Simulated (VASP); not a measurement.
A run of VASP 6.6.1 is set up as follows.

The input INCAR:

```
SYSTEM = Zr2Ta3O2
ALGO = Normal
EDIFF = 1E-6
ENCUT = 600
GGA = PE
GGA_COMPAT = .FALSE.
ISIF = 2
ISMEAR = 0
LASPH = .TRUE.
LCHARG = .FALSE.
LREAL = .FALSE.
LWAVE = .FALSE.
NBANDS = 44
NELM = 120
PREC = Accurate
SIGMA = 0.2
```

File KPOINTS:

```
k-points
0
G
  4 4 4
  0 0 0
```

The input POSCAR:

```
Zr2Ta3O2
1.0
   -2.6638950191      2.6638950191      4.1631281806
    2.6638950191     -2.6638950191      4.1631281806
    2.6638950191      2.6638950191     -4.1631281806
Zr Ta O
2 3 2
Direct
    0.8290331191      0.8290331191      0.0000000000
    0.1709668809      0.1709668809      0.0000000000
    0.7500000000      0.2500000000      0.5000000000
    0.2500000000      0.7500000000      0.5000000000
    0.5000000000      0.5000000000      0.0000000000
    0.5000000000      0.0000000000      0.5000000000
    0.0000000000      0.5000000000      0.5000000000
```

Potentials or basis: VASP PAW PBE potentials, release 64 (Zr_sv, Ta_pv, O).

The run is started by

```console
$ cat potpaw_PBE.64/Zr_sv/POTCAR potpaw_PBE.64/Ta_pv/POTCAR potpaw_PBE.64/O/POTCAR > POTCAR
$ mpirun -np 1 vasp_std > vasp.out
```

Problem. Estimate the pressure.

Solution. 0.1 GPa.

Problem. Estimate the largest force.

Solution. 0.006 eV/Å.

Problem. What does it give for the band gap on the k mesh?

Solution. Zero (an odd number of electrons rules out a gap without spin polarisation).

Forces on the atoms (eV/Å):
```
Zr   0.000  0.000 -0.006
Zr   0.000  0.000  0.006
Ta   0.000  0.000  0.000
Ta   0.000  0.000  0.000
Ta   0.000  0.000  0.000
O    0.000  0.000  0.000
O    0.000  0.000  0.000
```

Caveat: spin-orbit coupling is left out, which moves the levels of the heavy elements; an odd number of electrons without spin polarisation forces a metal; a magnetic or distorted state may lie lower.
